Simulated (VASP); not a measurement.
# CaO (Fm-3m) in VASP: a series of runs, part 2 of 2

VASP 6.6.1.

## Step 4: Single point, PBE (volume changed by +6%)

File INCAR:

```
PREC = Accurate
ENCUT = 520
EDIFF = 1E-6
ISMEAR = 0
SIGMA = 0.01
LREAL = False
LASPH = True
NELM = 60
ALGO = Normal
ISIF = 2
LWAVE = False
LCHARG = False
GGA = PE
NBANDS = 15
```

File KPOINTS:

```
regular mesh
0
Gamma
  8 8 8
```

File POSCAR:

```
CaO
1.0
    0.0000000000      2.4625469427      2.4625469427
    2.4625469427      0.0000000000      2.4625469427
    2.4625469427      2.4625469427      0.0000000000
Ca O
1 1
Direct
    0.0000000000      0.0000000000      0.0000000000
    0.5000000000      0.5000000000      0.5000000000
```

Potentials or basis: VASP PAW PBE potentials, release 64 (Ca_sv, O).

Started as:

```bash
$ cat potpaw_PBE.64/Ca_sv/POTCAR potpaw_PBE.64/O/POTCAR > POTCAR
$ mpirun -np 1 vasp_std > vasp.out
```

OUTCAR:

```text
PREC = Accurate
   ENCUT = 520
   EDIFF = 1E-6
   ISMEAR = 0
   LREAL = False
   LASPH = True
   NELM = 60
   ISIF = 2
   GGA = PE

 ion  position               nearest neighbor table
   1  0.000  0.000  0.000-   2 2.46   2 2.46   2 2.46   2 2.46   2 2.46   2 2.46
   2  0.500  0.500  0.500-   1 2.46   1 2.46   1 2.46   1 2.46   1 2.46   1 2.46

  LATTYP: Found a face centered cubic cell.
 ALAT       =     4.9250938854

  Lattice vectors:

 A1 = (   0.0000000000,   2.4625469427,   2.4625469427)
 A2 = (   2.4625469427,   0.0000000000,   2.4625469427)
 A3 = (   2.4625469427,   2.4625469427,   0.0000000000)

Analysis of symmetry for initial positions (statically):
=====================================================================
 Subroutine PRICEL returns:
 Original cell was already a primitive cell.

 Routine SETGRP: Setting up the symmetry group for a
 face centered cubic supercell.

 Subroutine GETGRP returns: Found 48 space group operations
 (whereof 48 operations were pure point group operations)
 out of a pool of 48 trial point group operations.

The static configuration has the point symmetry O_h .

Analysis of symmetry for dynamics (positions and initial velocities):
=====================================================================
 Subroutine PRICEL returns:
 Original cell was already a primitive cell.

 Routine SETGRP: Setting up the symmetry group for a
 face centered cubic supercell.

 Subroutine GETGRP returns: Found 48 space group operations
 (whereof 48 operations were pure point group operations)
 out of a pool of 48 trial point group operations.

The dynamic configuration has the point symmetry O_h .

 Subroutine INISYM returns: Found 48 space group operations
 (whereof 48 operations are pure point group operations),
 and found     1 'primitive' translations

----------------------------------------------------------------------------------------

                                     Primitive cell

  volume of cell :      29.8664
[... 114 lines left out ...]
   GGA     = PE    functional components
   LHFCALC =     F    Hartree Fock is set to
   AEXX    =    0.0000 exact exchange contribution
   IVDW    =     0    specifies the selected vdW correction
   LEPSILON=     F    determine dielectric tensor
   LRPA    =     F    only Hartree local field effects (RPA)
 non-spin polarized calculation
 Gauss-broadening in eV      SIGMA  =   0.01
  energy-cutoff  :      520.00
  volume of cell :       29.87
 maximum number of plane-waves:       821
 NGX is ok and might be reduce to    28
   NGX = 13   NGY = 13   NGZ = 13

 number of electron      16.0000004 magnetization

 Free energy of the ion-electron system (eV)
  ---------------------------------------------------
  ext. energy  EPLUGINS =         0.00000000
  ---------------------------------------------------
  free energy    TOTEN  =       -12.78234315 eV

  energy without entropy =      -12.78234315  energy(sigma->0) =      -12.78234315

 E-fermi :   2.1310     XC(G=0): -10.1244

 val. band max:        1.9519847167   @ k =   0.0000   0.0000   0.0000
 cond. band min:       5.5950881207   @ k =   0.5000   0.5000   0.0000
 fundamental gap:      3.6431034040
 Fermi energy:         2.1310218548

 k-point     1 :       0.0000    0.0000    0.0000
  band No.  band energies     occupation
      1     -35.9949      2.00000
      2     -16.8044      2.00000
      3     -16.8044      2.00000
      4     -16.8044      2.00000
      5     -13.4414      2.00000
      6       1.9520      2.00000
      7       1.9520      2.00000
      8       1.9520      2.00000
      9       6.0962      0.00000
     10       7.9890      0.00000
     11       7.9890      0.00000
     12       7.9890      0.00000
     13       9.3693      0.00000
     14       9.3693      0.00000
[... 401 lines left out ...]
      2     -17.4594      2.00000
      3     -16.9904      2.00000
      4     -16.9027      2.00000
      5     -12.7235      2.00000
      6       0.0142      2.00000
      7       0.8948      2.00000
      8       0.9949      2.00000
      9       8.4102      0.00000
     10       8.4844      0.00000
     11      10.2805      0.00000
     12      10.3463      0.00000
     13      11.5833      0.00000
     14      13.1697      0.00000
     15      14.8406      0.00000

 [... further k-points ...]
[... 5 lines left out ...]
  --------------------------------------------------------------------------------------
  -------------------------------------------------------------------------------------
  Total       -0.9299084     -0.9299084     -0.9299084      0.0000000     -0.0000000      0.0000000
  in kB      -49.8846831    -49.8846831    -49.8846831      0.0000000     -0.0000000      0.0000000
  external PRESSURE =     -49.8846831 kB  Pullay stress =       0.0000000 kB

 VOLUME and BASIS-vectors are now :
 -----------------------------------------------------------------------------
  energy-cutoff  :      520.00
  volume of cell :       29.87
      direct lattice vectors                 reciprocal lattice vectors
     0.000000000  2.462546943  2.462546943    -0.203041815  0.203041815  0.203041815
     2.462546943  0.000000000  2.462546943     0.203041815 -0.203041815  0.203041815
     2.462546943  2.462546943  0.000000000     0.203041815  0.203041815 -0.203041815

 POSITION                                       TOTAL-FORCE (eV/Angst)
 -----------------------------------------------------------------------------------
      0.00000      0.00000      0.00000         0.000000      0.000000     -0.000000
      2.46255      2.46255      2.46255         0.000000      0.000000      0.000000
 -----------------------------------------------------------------------------------
    total drift:                                0.000000      0.000000      0.000000

  FREE ENERGIE OF THE ION-ELECTRON SYSTEM (eV)
  ---------------------------------------------------
  free  energy   TOTEN  =       -12.7823431549 eV

  energy  without entropy=      -12.7823431549  energy(sigma->0) =      -12.78234315
```

Wall time 11 s (1 thread of Intel Xeon Platinum 8375C at 2.90GHz (Ice Lake), shared host); peak memory 0.16 GiB.

Results:

```
Free energy            : -12.7823 eV
Pressure               : -5.0 GPa
Band gap on the k mesh : 3.64 eV, indirect (least direct gap 4.03 eV)
```

Caveat: the cell differs from its parent crystal (volume changed by +6%). A k mesh can miss the band edges.

## Step 5: Single point, PBE

This run uses another cell than the first one, of 13.78 Å³/atom, 1.009 times its volume.

File INCAR:

```
  PREC = Accurate
  ENCUT = 520
  EDIFF = 1E-6
  ISMEAR = 0
  SIGMA = 0.01
  LREAL = F
  LASPH = T
  NELM = 60
  ALGO = Normal
  ISIF = 2
  LWAVE = F
  LCHARG = T
  GGA = PE
  LELF = T
  LVHAR = T
  NBANDS = 15
```

File KPOINTS:

```
regular mesh
0
Gamma
  10 10 10
```

File POSCAR:

```
CaO
1.0
    0.0000000000      2.3975501260      2.3975501260
    2.3975501260      0.0000000000      2.3975501260
    2.3975501260      2.3975501260      0.0000000000
Ca O
1 1
Direct
    0.0000000000      0.0000000000      0.0000000000
    0.5000000000      0.5000000000      0.5000000000
```

Started as:

```bash
$ cat potpaw_PBE.64/Ca_sv/POTCAR potpaw_PBE.64/O/POTCAR > POTCAR
$ mpirun -np 1 vasp_std > vasp.out
```

It took 17 s on 1 thread of Intel Xeon Platinum 8375C at 2.90GHz (Ice Lake), shared host; peak memory 0.17 GiB.

It converged, with:

| Item | Value |
| --- | --- |
| Free energy | -12.7977 eV |
| Pressure | 3.1 GPa |
| Band gap on the k mesh | 3.63 eV, indirect (least direct gap 4.01 eV) |

Levels at points of the mesh, in eV from the valence-band top:
| k point | band 5 | band 6 | band 7 | band 8 | band 9 | band 10 | band 11 | band 12 |
| --- | --- | --- | --- | --- | --- | --- | --- | --- |
| (0.00, 0.00, 0.00) | -15.55 | 0.00 | 0.00 | 0.00 | 4.77 | 6.24 | 6.24 | 6.24 |
| (0.50, 0.00, 0.00) | -14.32 | -2.66 | -1.22 | -1.22 | 7.08 | 8.39 | 8.39 | 8.56 |
| (0.50, 0.50, 0.00) | -15.31 | -1.30 | -0.37 | -0.37 | 3.63 | 8.10 | 8.93 | 9.58 |

A k mesh can miss the band edges. Expect the measured gap to be larger: semilocal functionals such as PBE lack the derivative discontinuity.

## Step 6: Overview

```csv
cell,k mesh,gap on the mesh (eV),pressure (GPa)
"a = 3.381 Å, angles 60.0°, 2 atoms",8 × 8 × 8,3.63,4.1
"a = 3.449 Å, angles 60.0°, 2 atoms",8 × 8 × 8,3.64,-2.4
"a = 3.483 Å, angles 60.0°, 2 atoms",8 × 8 × 8,3.64,-5.0
"a = 3.391 Å, angles 60.0°, 2 atoms",10 × 10 × 10,3.63,3.1
```

Alike in all rows: task single point; level PBE; potentials or basis VASP PAW PBE potentials, release 64 (Ca_sv, O); no spin polarisation; cutoff (eV) 520; smearing gaussian 0.01 eV.

Total energies depend on the potentials used, so only differences within one code and one set of settings carry meaning.
